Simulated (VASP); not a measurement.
# HfN in VASP: further runs

HfN is run at these levels: PBE; tasks: single point.

Everything below comes from runs of VASP 6.6.1. Logs are shortened: lines on timing, memory, paths and dates and some standing lists are left out, and cuts for length are marked.

## Step 1: The cell of the first run

Symmetry: Fm-3m, No. 225, cubic system. Conventional cell: a = 4.518 Å, b = 4.518 Å, c = 4.518 Å, α = 90.00°, β = 90.00°, γ = 90.00°. Hf (site symmetry m-3m) has 6 N at 2.26 Å within 3.0 Å. N (site symmetry m-3m) has 6 Hf at 2.26 Å within 3.0 Å.

## Step 2: Single point, PBE

The input, INCAR:

```
SYSTEM = HfN
PREC = Accurate ; ENCUT = 520
EDIFF = 1E-6 ; ISMEAR = -1
SIGMA = 0.05 ; LREAL = Auto
LASPH = .TRUE. ; NELM = 60
ALGO = Normal ; ISIF = 2
LWAVE = .FALSE. ; LCHARG = .TRUE.
GGA = PE ; LELF = .TRUE.
LVHAR = .TRUE. ; NBANDS = 74
ISYM = 0
```

The input, KPOINTS:

```
Automatic mesh
0
Gamma
  2 2 2
  0.5 0.5 0.5
```

The input, POSCAR:

```
HfN
1.0
   -4.5180000000      4.5180000000      0.0000000000
   -4.5180000000      0.0000000000      4.5180000000
    0.0000000000      4.5180000000      4.5180000000
Hf N
8 8
Direct
    0.0000000000      0.0000000000      0.0000000000
    0.5000000000      0.0000000000      0.0000000000
    0.0000000000      0.5000000000      0.0000000000
    0.0000000000      0.0000000000      0.5000000000
    0.5000000000      0.5000000000      0.0000000000
    0.5000000000      0.0000000000      0.5000000000
    0.0000000000      0.5000000000      0.5000000000
    0.5000000000      0.5000000000      0.5000000000
    0.7500000000      0.7500000000      0.7500000000
    0.2500000000      0.7500000000      0.7500000000
    0.7500000000      0.2500000000      0.7500000000
    0.7500000000      0.7500000000      0.2500000000
    0.2500000000      0.2500000000      0.7500000000
    0.2500000000      0.7500000000      0.2500000000
    0.7500000000      0.2500000000      0.2500000000
    0.2500000000      0.2500000000      0.2500000000
```

Potentials or basis: VASP PAW PBE potentials, release 64 (Hf_pv, N).

Run with:

```bash
cat potpaw_PBE.64/Hf_pv/POTCAR potpaw_PBE.64/N/POTCAR > POTCAR
mpirun -np 1 vasp_std > vasp.out
```

OUTCAR:

```text
SYSTEM = HfN
   PREC = Accurate
   ENCUT = 520
   EDIFF = 1E-6
   ISMEAR = -1
   LREAL = Auto
   LASPH = .TRUE.
   NELM = 60
   ISIF = 2
   GGA = PE
   ISYM = 0

 ion  position               nearest neighbor table
   1  0.000  0.000  0.000-  10 2.26  11 2.26  12 2.26  13 2.26  14 2.26  15 2.26   2 3.19   3 3.19
                             4 3.19   4 3.19   6 3.19   7 3.19   3 3.19   5 3.19   7 3.19   2 3.19
   2  0.500  0.000  0.000-   9 2.26  11 2.26  12 2.26  13 2.26  14 2.26  16 2.26   1 3.19   5 3.19
                             6 3.19   4 3.19   6 3.19   8 3.19   3 3.19   5 3.19   8 3.19   1 3.19
   3  0.000  0.500  0.000-   9 2.26  10 2.26  12 2.26  13 2.26  15 2.26  16 2.26   1 3.19   5 3.19
                             7 3.19   4 3.19   7 3.19   8 3.19   1 3.19   2 3.19   4 3.19   2 3.19
   4  0.000  0.000  0.500-   9 2.26  10 2.26  11 2.26  14 2.26  15 2.26  16 2.26   1 3.19   6 3.19
                             7 3.19   1 3.19   2 3.19   3 3.19   3 3.19   7 3.19   8 3.19   2 3.19
   5  0.500  0.500  0.000-   9 2.26  10 2.26  11 2.26  14 2.26  15 2.26  16 2.26   2 3.19   3 3.19
                             8 3.19   6 3.19   7 3.19   8 3.19   1 3.19   2 3.19   6 3.19   1 3.19
   6  0.500  0.000  0.500-   9 2.26  10 2.26  12 2.26  13 2.26  15 2.26  16 2.26   2 3.19   4 3.19
                             8 3.19   1 3.19   2 3.19   5 3.19   5 3.19   7 3.19   8 3.19   1 3.19
   7  0.000  0.500  0.500-   9 2.26  11 2.26  12 2.26  13 2.26  14 2.26  16 2.26   3 3.19   4 3.19
                             8 3.19   1 3.19   3 3.19   5 3.19   1 3.19   4 3.19   6 3.19   5 3.19
   8  0.500  0.500  0.500-  10 2.26  11 2.26  12 2.26  13 2.26  14 2.26  15 2.26   5 3.19   6 3.19
                             7 3.19   2 3.19   3 3.19   5 3.19   2 3.19   4 3.19   6 3.19   3 3.19
   9  0.750  0.750  0.750-   2 2.26   3 2.26   4 2.26   5 2.26   6 2.26   7 2.26
  10  0.250  0.750  0.750-   1 2.26   3 2.26   4 2.26   5 2.26   6 2.26   8 2.26
  11  0.750  0.250  0.750-   1 2.26   2 2.26   4 2.26   5 2.26   7 2.26   8 2.26
  12  0.750  0.750  0.250-   1 2.26   2 2.26   3 2.26   6 2.26   7 2.26   8 2.26
  13  0.250  0.250  0.750-   1 2.26   2 2.26   3 2.26   6 2.26   7 2.26   8 2.26
  14  0.250  0.750  0.250-   1 2.26   2 2.26   4 2.26   5 2.26   7 2.26   8 2.26
  15  0.750  0.250  0.250-   1 2.26   3 2.26   4 2.26   5 2.26   6 2.26   8 2.26
  16  0.250  0.250  0.250-   2 2.26   3 2.26   4 2.26   5 2.26   6 2.26   7 2.26

IMPORTANT INFORMATION: All symmetrisations will be switched off!
NOSYMM: (Re-)initialisation of all symmetry stuff for point group C_1.

----------------------------------------------------------------------------------------

                                     Primitive cell

  volume of cell :     184.4458

  direct lattice vectors                    reciprocal lattice vectors
    -4.518000000  4.518000000  0.000000000    -0.110668437  0.110668437 -0.110668437
    -4.518000000  0.000000000  4.518000000    -0.110668437 -0.110668437  0.110668437
     0.000000000  4.518000000  4.518000000     0.110668437  0.110668437  0.110668437

  length of vectors
     6.389416875  6.389416875  6.389416875     0.191683356  0.191683356  0.191683356

  position of ions in fractional coordinates (direct lattice)
     0.000000000  0.000000000  0.000000000
     0.500000000  0.000000000  0.000000000
     0.000000000  0.500000000  0.000000000
     0.000000000  0.000000000  0.500000000
     0.500000000  0.500000000  0.000000000
     0.500000000  0.000000000  0.500000000
[... 8 lines left out ...]
     0.750000000  0.250000000  0.250000000
     0.250000000  0.250000000  0.250000000

  ion indices of the primitive-cell ions
   primitive index   ion index
                 1           1
                 2           2
                 3           3
                 4           4
                 5           5
                 6           6
[... 8 lines left out ...]
                15          15
                16          16

----------------------------------------------------------------------------------------

 KPOINTS: Automatic mesh

Automatic generation of k-mesh.
 Grid dimensions read from file:
 generate k-points for:    2    2    2

 Generating k-lattice:

  Cartesian coordinates                     Fractional coordinates (reciprocal lattice)
    -0.055334219  0.055334219 -0.055334219     0.500000000  0.000000000  0.000000000
    -0.055334219 -0.055334219  0.055334219     0.000000000  0.500000000  0.000000000
     0.055334219  0.055334219  0.055334219     0.000000000  0.000000000  0.500000000

  Length of vectors
     0.095841678  0.095841678  0.095841678

  Shift w.r.t. Gamma in fractional coordinates (k-lattice)
     0.500000000  0.500000000  0.500000000

 Subroutine IBZKPT returns following result:
 ===========================================

 Found     16 irreducible k-points:

 Following reciprocal coordinates:
            Coordinates               Weight
  0.250000  0.250000  0.250000      2.000000
  0.250000  0.000000  0.000000      2.000000
  0.000000  0.000000 -0.250000      2.000000
  0.000000  0.250000  0.000000      2.000000
 -0.250000  0.250000  0.250000      2.000000
  0.250000 -0.250000  0.250000      2.000000
[... 8 lines left out ...]
  0.000000  0.250000  0.500000      2.000000
  0.500000  0.250000  0.000000      2.000000
   k-points           NKPTS =     16   k-points in BZ     NKDIM =     16   number of bands    NBANDS=     74
   number of dos      NEDOS =    301   number of ions     NIONS =     16
   total plane-waves  NPLWV = 110592
   dimension x,y,z NGX =    48 NGY =   48 NGZ =   48
   dimension x,y,z NGXF=    96 NGYF=   96 NGZF=   96
   ions per type =               8   8
   NGX,Y,Z   is equivalent  to a cutoff of  12.49, 12.49, 12.49 a.u.
   NGXF,Y,Z  is equivalent  to a cutoff of  24.98, 24.98, 24.98 a.u.
 SYSTEM =  HfN
   PREC   = accura    normal or accurate (medium, high low for compatibility)
   ISTART =      0    job   : 0-new  1-cont  2-samecut
   ICHARG =      2    charge: 1-file 2-atom 10-const
   ISPIN  =      1    spin polarized calculation?
   LNONCOLLINEAR =      F non collinear calculations
   LSORBIT =      F    spin-orbit coupling
   LASPH  =      T    aspherical Exc in radial PAW
   ENCUT  =  520.0 eV  38.22 Ry    6.18 a.u.  11.88 11.88 11.88*2*pi/ulx,y,z
   NELM   =     60;   NELMIN=  2; NELMDL= -5     # of ELM steps
   EDIFF  = 0.1E-05   stopping-criterion for ELM
   LREAL  =      T    real-space projection
   EDIFFG = 0.1E-04   stopping-criterion for IOM
   NSW    =      0    number of steps for IOM
   IBRION =     -1    ionic relax: 0-MD 1-quasi-New 2-CG
   NFREE  =      0    steps in history (QN), initial steepest desc. (CG)
   ISIF   =      2    stress and relaxation
   ISYM   =      0    0-nonsym 1-usesym 2-fastsym
   POTIM  = 0.5000    time-step for ionic-motion
   TEBEG  =    0.0;   TEEND  =   0.0 temperature during run
   PSTRESS=    0.0 pullay stress
   NELECT =     120.0000    total number of electrons
   NUPDOWN=      -1.0000    fix difference up-down
   EMIN   =  10.00;   EMAX   =-10.00  energy-range for DOS
   EFERMI =   0.00;   METHOD = LEGACY
   ISMEAR =    -1;   SIGMA  =   0.05  broadening in eV -4-tet -1-fermi 0-gaus
   EFERMI_NEDOS =   21; number of points for ismear=-14 and -15
   IALGO  =     38    algorithm
   IMIX   =      4    mixing-type and parameters
     AMIX     =   0.40;   BMIX     =  1.00
     AMIX_MAG =   1.60;   BMIX_MAG =  1.00
  volume/ion in A,a.u.               =      11.53        77.79
  Fermi-wavevector in a.u.,A,eV,Ry     =   1.418553  2.680677 27.378918  2.012294
  Thomas-Fermi vector in A             =   2.539667
   LORBIT       =      0    0 simple, 1 ext, 2 COOP (PROOUT), +10 PAW based schemes
   GGA     = PE    functional components
   LHFCALC =     F    Hartree Fock is set to
   AEXX    =    0.0000 exact exchange contribution
   IVDW    =     0    specifies the selected vdW correction
   LEPSILON=     F    determine dielectric tensor
   LRPA    =     F    only Hartree local field effects (RPA)
 non-spin polarized calculation
  energy-cutoff  :      520.00
  volume of cell :      184.45
 maximum number of plane-waves:      4977
   NGX = 23   NGY = 23   NGZ = 23

 number of electron     120.0000004 magnetization

 Free energy of the ion-electron system (eV)
  ---------------------------------------------------
  ext. energy  EPLUGINS =         0.00000000
  ---------------------------------------------------
  free energy    TOTEN  =      -173.55818361 eV

  energy without entropy =     -173.50589935  energy(sigma->0) =     -173.53204148

 E-fermi :   8.4193     XC(G=0): -12.7317

 val. band max:        8.3427760809   @ k =   0.2500   0.2500   0.2500
 cond. band min:       8.5280987483   @ k =   0.0000   0.2500   0.0000
 fundamental gap:      0.1853226673
 Fermi energy:         8.4192611171

 k-point     1 :       0.2500    0.2500    0.2500
  band No.  band energies     occupation
      1     -23.6592      2.00000
      2     -23.6592      2.00000
      3     -23.6592      2.00000
      4     -23.5966      2.00000
      5     -23.5132      2.00000
      6     -23.5132      2.00000
[... 64 lines left out ...]
     71      11.4526      0.00000
     72      11.8924      0.00000

 k-point     2 :       0.2500    0.0000    0.0000
  band No.  band energies     occupation
      1     -23.6592      2.00000
      2     -23.6592      2.00000
      3     -23.6592      2.00000
      4     -23.5966      2.00000
      5     -23.5132      2.00000
      6     -23.5132      2.00000
[... 64 lines left out ...]
     71      11.4526      0.00000
     72      11.8924      0.00000

 k-point     3 :       0.0000    0.0000   -0.2500
  band No.  band energies     occupation
      1     -23.6592      2.00000
      2     -23.6592      2.00000
      3     -23.6592      2.00000
      4     -23.5966      2.00000
      5     -23.5132      2.00000
      6     -23.5132      2.00000
[... 964 lines left out ...]
     71      11.6111      0.00000
     72      11.8591      0.00000

 k-point    16 :       0.5000    0.2500    0.0000
  band No.  band energies     occupation
      1     -23.5136      2.00000
      2     -23.5013      2.00000
      3     -23.5013      2.00000
      4     -23.4441      2.00000
      5     -23.4441      2.00000
      6     -23.4020      2.00000
[... 64 lines left out ...]
     71      11.6112      0.00000
     72      11.8591      0.00000
 [bands above 72 left out]

------------------------ aborting loop because EDIFF is reached ----------------------------------------

  FORCE on cell =-STRESS in cart. coord.  units (eV):
  Direction    XX          YY          ZZ          XY          YZ          ZX
  --------------------------------------------------------------------------------------
  -------------------------------------------------------------------------------------
  Total        4.2139286      4.2139436      4.2138878      0.0000026      0.0000024      0.0000061
  in kB       36.6040447     36.6041750     36.6036909      0.0000230      0.0000210      0.0000526
  external PRESSURE =      36.6039702 kB  Pullay stress =       0.0000000 kB

 VOLUME and BASIS-vectors are now :
 -----------------------------------------------------------------------------
  energy-cutoff  :      520.00
  volume of cell :      184.45
      direct lattice vectors                 reciprocal lattice vectors
    -4.518000000  4.518000000  0.000000000    -0.110668437  0.110668437 -0.110668437
    -4.518000000  0.000000000  4.518000000    -0.110668437 -0.110668437  0.110668437
     0.000000000  4.518000000  4.518000000     0.110668437  0.110668437  0.110668437

 POSITION                                       TOTAL-FORCE (eV/Angst)
 -----------------------------------------------------------------------------------
      0.00000      0.00000      0.00000        -0.000008     -0.000003     -0.000014
     -2.25900      2.25900      0.00000        -0.000002     -0.000009     -0.000020
     -2.25900      0.00000      2.25900        -0.000014     -0.000021     -0.000007
      0.00000      2.25900      2.25900         0.000020      0.000015      0.000003
     -4.51800      2.25900      2.25900        -0.000021     -0.000016     -0.000002
     -2.25900      4.51800      2.25900         0.000015      0.000023      0.000009
[... 8 lines left out ...]
     -4.51800      4.51800      2.25900        -0.000004      0.000005     -0.000000
     -2.25900      2.25900      2.25900         0.000004     -0.000002     -0.000001
 -----------------------------------------------------------------------------------
    total drift:                               -0.000005     -0.000001     -0.000018

  FREE ENERGIE OF THE ION-ELECTRON SYSTEM (eV)
  ---------------------------------------------------
  free  energy   TOTEN  =      -173.5581836142 eV

  energy  without entropy=     -173.5058993456  energy(sigma->0) =     -173.53204148
```

Wall time 12 min (1 thread of Intel Xeon Platinum 8259CL at 2.50GHz (Skylake/Cascade Lake), shared host); peak memory 0.4 GiB.

Results:

| Property | Result |
| --- | --- |
| Free energy | -173.5582 eV |
| Pressure | 3.7 GPa |
| Band gap on the k mesh | 0.19 eV |

Caveat: the k points lie up to 0.60 Å⁻¹ apart; spin-orbit coupling is left out, which moves the levels of the heavy elements; a shifted mesh leaves out Γ, where band edges can lie. A k mesh can miss the band edges.

## Step 3: Single point, PBE

The input, INCAR:

```
PREC     = Accurate       # precision mode
ENCUT    = 520            # plane-wave cutoff, eV
EDIFF    = 1E-7           # SCF threshold, eV
ISMEAR   = -1             # smearing method
SIGMA    = 0.05           # smearing width, eV
LREAL    = Auto         
LASPH    = True           # aspherical terms in the spheres
NELM     = 80             # most SCF steps
ALGO     = Normal         # electronic algorithm
ISIF     = 2              # what is computed and relaxed
LWAVE    = False          # write WAVECAR
LCHARG   = False          # write CHGCAR
GGA      = PE             # functional
NBANDS   = 74             # bands
```

KPOINTS is that of step 2.

The input, POSCAR:

```
HfN
1.0
   -4.5330100770      4.5330100770      0.0000000000
   -4.5330100770      0.0000000000      4.5330100770
    0.0000000000      4.5330100770      4.5330100770
Hf N
8 8
Direct
   -0.0040387071     -0.0017278806      0.0007547965
    0.4988786615     -0.0107145140      0.0012697964
   -0.0094538727      0.4908384191      0.0088774345
   -0.0097469450      0.0025826106      0.5154625647
    0.5109336756      0.5077075632     -0.0119537568
    0.5057456218     -0.0052750820      0.4974771646
    0.0074417439      0.5082242177      0.4894040521
    0.4938645540      0.5013620004      0.5058881320
    0.7556263811      0.7486581636      0.7439879777
    0.2377954123      0.7727192176      0.7429206957
    0.7539968899      0.2645662550      0.7396951348
    0.7479650260      0.7494159383      0.2542829114
    0.2510958460      0.2563023202      0.7305342242
    0.2393195651      0.7748959169      0.2654432661
    0.7399521384      0.2641528432      0.2556324562
    0.2494535597      0.2586346556      0.2455678415
```

Potentials or basis: VASP PAW PBE potentials, release 64 (Hf_pv, N).

Run with:

```bash
cat potpaw_PBE.64/Hf_pv/POTCAR potpaw_PBE.64/N/POTCAR > POTCAR
mpirun -np 1 vasp_std > vasp.out
```

Run time: 12 min. Hardware: 1 thread of Intel Xeon Platinum 8259CL at 2.50GHz (Skylake/Cascade Lake), shared host; peak memory 0.4 GiB.

It converged, with:

```yaml
Free_energy: -173.0284 eV
Pressure: 2.6 GPa
Largest_force: 1.899 eV/Å
Band_gap_on_the_k_mesh: 0.11 eV
```

Forces on the atoms (eV/Å):
```
Hf  -0.548  0.020  0.602
Hf  -0.924 -0.079  0.297
Hf  -1.334 -0.687  0.407
Hf   0.249 -0.749 -0.055
Hf   0.350 -0.399  0.573
Hf  -0.671  0.029  0.428
Hf   0.043 -0.292  0.799
Hf  -0.688 -0.108  0.281
N   -0.119  0.067  0.157
N    0.549  1.017 -0.861
N    0.761  0.198 -0.198
N    0.115 -0.153 -0.260
N    0.434  0.828  0.632
N    0.794 -0.282 -1.702
N    0.621  0.386 -0.915
N    0.369  0.204 -0.186
```

Stress tensor (GPa, compression positive):
```
 3.22  0.02 -0.01
 0.02  1.91  0.20
-0.01  0.20  2.61
```

Levels at points of the mesh, in eV from the valence-band top:
| k point | band 57 | band 58 | band 59 | band 60 | band 61 | band 62 | band 63 | band 64 |
| --- | --- | --- | --- | --- | --- | --- | --- | --- |
| (0.25, 0.25, 0.25) | -2.46 | -2.38 | -2.24 | -0.08 | 0.14 | 0.23 | 1.54 | 1.60 |

Caveat: the k points lie up to 0.60 Å⁻¹ apart; the atoms stand as in a frame of molecular dynamics; spin-orbit coupling is left out, which moves the levels of the heavy elements; a shifted mesh leaves out Γ, where band edges can lie; forces of over 1 eV/Å act on the atoms, so gaps and moduli don't describe the material at rest.
